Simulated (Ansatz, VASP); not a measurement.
## One calculation of Ni, two programs

```
Ni
1.0
     0.00000   -1.76194    1.76194
     0.00000    1.76194    1.76194
    -3.52387    0.00000    0.00000
Ni
2
Direct
  0.00000 0.00000 0.00000
  0.50000 0.50000 0.50000
```

Alike in both runs: task single point; functional LDA; k mesh 12 × 12 × 9; occupations fermi-dirac, width 0.1 eV; collinear spin.

|  | VASP | Ansatz |
| --- | --- | --- |
| version | VASP 6.6.1 | Ansatz 0.2.0 |
| potentials or method | VASP PAW LDA potentials, release 64 (Ni), cutoff 520 eV | all-electron LAPW, scalar-relativistic |

Ansatz gave:

* pressure (GPa): -17.6
* traceless stress, the component that is largest in VASP (GPa): -0.01
* net moment per atom (μB): 0.60
* size of the moment on the site where the two differ most (μB): 0.62

Problem. What did VASP give for the same quantities?

Solution. Pressure (GPa): -17.4; traceless stress, the component that is largest in VASP (GPa): 0.05; net moment per atom (μB): 0.57; size of the moment on the site where the two differ most (μB): 0.57.

LDA's correlation is that of Perdew and Zunger in VASP and of Perdew and Wang (1992) in Ansatz. Site moments also hang on the region over which each program counts them. Ansatz ran all-electron here, and VASP with PAW potentials.
